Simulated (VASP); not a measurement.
Mo, 1 atom in the cell. It takes space group Im-3m (No. 229, cubic). The conventional cell has a = 3.168 Å, b = 3.168 Å, c = 3.168 Å, α = 90.00°, β = 90.00°, γ = 90.00°. Mo (site symmetry m-3m) has 14 Mo at 2.74 to 3.17 Å within 3.6 Å. 

| Property | Result |
| --- | --- |
| Program | VASP 6.6.1 |
| Task | single point |
| Functional | PBE |
| Potentials or basis | VASP PAW PBE potentials, release 64 (Mo_sv) |
| Cutoff | 520 eV |
| k mesh | 12 × 12 × 12 |
| Occupations | gaussian, width 0.013 eV |
| Spin | no spin polarisation |
| Dipole correction | no |
| Further INCAR settings | ALGO = Normal; EDIFF = 1e-06; NBANDS = 13 |

Potentials or basis: VASP PAW PBE potentials, release 64 (Mo_sv).

Command:

```console
$ cat potpaw_PBE.64/Mo_sv/POTCAR > POTCAR
$ mpirun -np 1 vasp_std > vasp.out
```

Hardware: 1 thread of Intel(R) Xeon(R) Platinum 8259CL CPU @ 2.50GHz (Skylake/Cascade Lake), on a shared host.

Q: How long does it take, and how much memory?

A: It took 13 s on 1 thread of Intel(R) Xeon(R) Platinum 8259CL CPU @ 2.50GHz (Skylake/Cascade Lake), on a shared host, peak memory 0.13 GiB. Counts: scf iterations 11, k points 72.
